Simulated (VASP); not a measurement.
# Y (P6_3/mmc) in VASP: a series of runs, part 2 of 2

VASP 6.6.1. The steps go on from the part before.

## Step 3: Single point, LDA

This run uses another cell than the first one, of 30.08 Å³/atom, 1.004 times its volume.

Contents of INCAR:

```
  PREC = Accurate
  ENCUT = 520
  EDIFF = 1E-7
  ISMEAR = -1
  SIGMA = 0.15
  LREAL = False
  LASPH = True
  NELM = 60
  ALGO = Normal
  ISIF = 2
  LWAVE = False
  LCHARG = False
  NBANDS = 18
```

Contents of KPOINTS:

```
regular mesh
0
Gamma
  12 12 6
```

Contents of POSCAR:

```
Y
1.0
    3.5382605120      0.0000000028      0.0000000000
   -1.7691302584      3.0642234872      0.0000000000
    0.0000000000      0.0000000000      5.5493084121
Y
2
Direct
    0.3333333333      0.6666666667      0.2500000000
    0.6666666667      0.3333333333      0.7500000000
```

Potentials or basis: VASP PAW LDA potentials, release 64 (Y_sv).

Launch:

```
> cat potpaw_LDA.64/Y_sv/POTCAR > POTCAR
> mpirun -np 1 vasp_std > vasp.out
```

OUTCAR:

```text
PREC = Accurate
   ENCUT = 520
   EDIFF = 1E-7
   ISMEAR = -1
   LREAL = False
   LASPH = True
   NELM = 60
   ISIF = 2

 ion  position               nearest neighbor table
   1  0.333  0.667  0.250-   2 3.45   2 3.45   2 3.45   2 3.45   2 3.45   2 3.45
   2  0.667  0.333  0.750-   1 3.45   1 3.45   1 3.45   1 3.45   1 3.45   1 3.45

  LATTYP: Found a hexagonal cell.
 ALAT       =     3.5382605120
 C/A-ratio  =     1.5683719142

  Lattice vectors:

 A1 = (   3.5382605120,   0.0000000028,   0.0000000000)
 A2 = (  -1.7691302584,   3.0642234872,   0.0000000000)
 A3 = (   0.0000000000,   0.0000000000,   5.5493084121)

Analysis of symmetry for initial positions (statically):
=====================================================================
 Subroutine PRICEL returns:
 Original cell was already a primitive cell.

 Routine SETGRP: Setting up the symmetry group for a
 hexagonal supercell.

 Subroutine GETGRP returns: Found 24 space group operations
 (whereof 12 operations were pure point group operations)
 out of a pool of 24 trial point group operations.

The static configuration has the point symmetry D_3d.
 The point group associated with its full space group is D_6h.

Analysis of symmetry for dynamics (positions and initial velocities):
=====================================================================
 Subroutine PRICEL returns:
 Original cell was already a primitive cell.

 Routine SETGRP: Setting up the symmetry group for a
 hexagonal supercell.

 Subroutine GETGRP returns: Found 24 space group operations
 (whereof 12 operations were pure point group operations)
 out of a pool of 24 trial point group operations.

The dynamic configuration has the point symmetry D_3d.
 The point group associated with its full space group is D_6h.

 Subroutine INISYM returns: Found 24 space group operations
 (whereof 12 operations are pure point group operations),
 and found     1 'primitive' translations

[... 107 lines left out ...]
   EMIN   =  10.00;   EMAX   =-10.00  energy-range for DOS
   EFERMI =   0.00;   METHOD = LEGACY
   ISMEAR =    -1;   SIGMA  =   0.15  broadening in eV -4-tet -1-fermi 0-gaus
   EFERMI_NEDOS =   21; number of points for ismear=-14 and -15
   IALGO  =     38    algorithm
   IMIX   =      4    mixing-type and parameters
     AMIX     =   0.40;   BMIX     =  1.00
     AMIX_MAG =   1.60;   BMIX_MAG =  1.00
  volume/ion in A,a.u.               =      30.08       203.01
  Fermi-wavevector in a.u.,A,eV,Ry     =   1.170665  2.212236 18.646198  1.370457
  Thomas-Fermi vector in A             =   2.307120
   LORBIT       =      0    0 simple, 1 ext, 2 COOP (PROOUT), +10 PAW based schemes
   GGA     = CA    functional components
   LHFCALC =     F    Hartree Fock is set to
   AEXX    =    0.0000 exact exchange contribution
   IVDW    =     0    specifies the selected vdW correction
   LEPSILON=     F    determine dielectric tensor
   LRPA    =     F    only Hartree local field effects (RPA)
 non-spin polarized calculation
  energy-cutoff  :      520.00
  volume of cell :       60.17
 maximum number of plane-waves:      1643
 NGX is ok and might be reduce to    28
   NGX = 13   NGY = 13   NGZ = 21

 number of electron      22.0000000 magnetization

 Free energy of the ion-electron system (eV)
  ---------------------------------------------------
  ext. energy  EPLUGINS =         0.00000000
  ---------------------------------------------------
  free energy    TOTEN  =       -14.02075888 eV

  energy without entropy =      -13.78335688  energy(sigma->0) =      -13.90205788

 E-fermi :   3.2705     XC(G=0):  -9.9886

 val. band max:        3.2650741103   @ k =   0.1667   0.1667   0.0000
 cond. band min:       3.2763547860   @ k =   0.3333   0.2500   0.3333
 fundamental gap:      0.0112806758
 Fermi energy:         3.2705286895

 k-point     1 :       0.0000    0.0000    0.0000
  band No.  band energies     occupation
      1     -38.9763      2.00000
      2     -38.8661      2.00000
      3     -19.5075      2.00000
      4     -18.8534      2.00000
      5     -18.8534      2.00000
      6     -18.7340      2.00000
[... 481 lines left out ...]
      5     -19.1193      2.00000
      6     -18.9629      2.00000
[... 10 lines left out ...]
     17       7.4412      0.00000
     18       7.6148      0.00000

 [... further k-points ...]
[... 5 lines left out ...]
  --------------------------------------------------------------------------------------
  -------------------------------------------------------------------------------------
  Total       -0.0557415     -0.0557415     -0.0493948     -0.0000000     -0.0000000      0.0000000
  in kB       -1.4843636     -1.4843636     -1.3153548     -0.0000000     -0.0000000      0.0000000
  external PRESSURE =      -1.4280273 kB  Pullay stress =       0.0000000 kB

 VOLUME and BASIS-vectors are now :
 -----------------------------------------------------------------------------
  energy-cutoff  :      520.00
  volume of cell :       60.17
      direct lattice vectors                 reciprocal lattice vectors
     3.538260512  0.000000003  0.000000000     0.282624752  0.163173477  0.000000000
    -1.769130258  3.064223487  0.000000000    -0.000000000  0.326346953  0.000000000
     0.000000000  0.000000000  5.549308412     0.000000000  0.000000000  0.180202635

 POSITION                                       TOTAL-FORCE (eV/Angst)
 -----------------------------------------------------------------------------------
     -0.00000      2.04282      1.38733         0.000000      0.000000      0.000000
      1.76913      1.02141      4.16198        -0.000000     -0.000000      0.000000
 -----------------------------------------------------------------------------------
    total drift:                               -0.000000      0.000000     -0.000000

  FREE ENERGIE OF THE ION-ELECTRON SYSTEM (eV)
  ---------------------------------------------------
  free  energy   TOTEN  =       -14.0207588823 eV

  energy  without entropy=      -13.7833568811  energy(sigma->0) =      -13.90205788
```

stdout:

```text
POSCAR found type information on POSCAR Y
 POSCAR found :  1 types and       2 ions
 scaLAPACK will be used
 LDA part: xc-table for (Slater(with rela. corr.)+CA(PZ))
 , standard interpolation
 POSCAR, INCAR and KPOINTS ok, starting setup
 FFT: planning ... GRIDC
 FFT: planning ... GRID_SOFT
 FFT: planning ... GRID
 WAVECAR not read
 entering main loop
```

Wall time 48 s (1 thread of Intel Xeon Platinum 8488C (Sapphire Rapids), shared host); peak memory 0.2 GiB.

Results:

```
Free energy            : -14.0208 eV
Pressure               : -0.1 GPa
Band gap on the k mesh : zero (band 11 reaches 4.53 eV, above the bottom of band 12 at 2.87 eV)
```
